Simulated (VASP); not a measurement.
## GaAs5: single point with PBE

GaAs5:

```
Ga As
1.0
     5.12646    0.00000    0.00000
     0.00000    5.12646    0.00000
     0.00000    0.00000    5.78551
Ga As
1 5
Direct
  0.00000 0.00000 0.00000
  0.24493 0.24493 0.00000
  0.75507 0.75507 0.00000
  0.24493 0.75507 0.00000
  0.75507 0.24493 0.00000
  0.00000 0.00000 0.50000
```

```
Program             : VASP 6.6.1
Task                : single point
Functional          : PBE
Potentials or basis : VASP PAW PBE potentials, release 64 (Ga_d, As)
Cutoff              : 520 eV
k mesh              : 4 × 4 × 4
Occupations         : gaussian, width 0.1 eV
Spin                : no spin polarisation
```

```
Pressure               : 60.3 GPa
Largest force          : 22.647 eV/Å
Band gap on the k mesh : zero (band 19 reaches 4.53 eV, above the bottom of band 20 at 2.59 eV)
```

Forces in eV/Å, atoms in the order of the input:
```
Ga    0.000   0.000   0.000
As   16.014  16.014   0.000
As  -16.014 -16.014   0.000
As   16.014 -16.014   0.000
As  -16.014  16.014   0.000
As    0.000   0.000   0.000
```

Stress tensor (GPa, compression positive):
```
91.88  0.00  0.00
 0.00 91.88  0.00
 0.00  0.00 -2.87
```

Levels at points of the mesh, in eV from the Fermi level:
| k point | band 15 | band 16 | band 17 | band 18 | band 19 | band 20 | band 21 | band 22 | band 23 | band 24 |
| --- | --- | --- | --- | --- | --- | --- | --- | --- | --- | --- |
| (0.00, 0.00, 0.00) | -5.39 | -1.55 | -1.55 | -0.40 | -0.40 | -0.20 | 1.81 | 2.08 | 3.60 | 3.90 |
| (0.50, 0.00, 0.00) | -2.80 | -2.78 | -1.07 | -0.77 | -0.34 | 0.21 | 0.32 | 0.88 | 1.69 | 4.50 |
| (0.50, 0.50, 0.00) | -2.42 | -2.27 | -1.90 | -1.63 | -0.93 | -0.93 | -0.41 | 0.02 | 0.02 | 0.30 |
| (0.00, 0.00, 0.50) | -5.18 | -2.45 | -2.45 | -1.20 | 1.01 | 1.19 | 1.19 | 1.67 | 2.30 | 3.41 |
| (0.50, 0.00, 0.50) | -2.84 | -2.77 | -1.98 | -1.00 | 0.04 | 0.30 | 0.36 | 1.70 | 1.72 | 2.44 |
| (0.50, 0.50, 0.50) | -3.29 | -2.26 | -2.22 | -1.86 | -0.65 | -0.40 | 0.02 | 0.02 | 0.31 | 0.86 |

Wall time 95 s on 1 thread of AMD EPYC 7R43 64-Core Processor (Zen 3), with other jobs on the host, peak memory 0.24 GiB.

Caveat: forces of over 1 eV/Å act on the atoms, so gaps and moduli don't describe the material at rest.
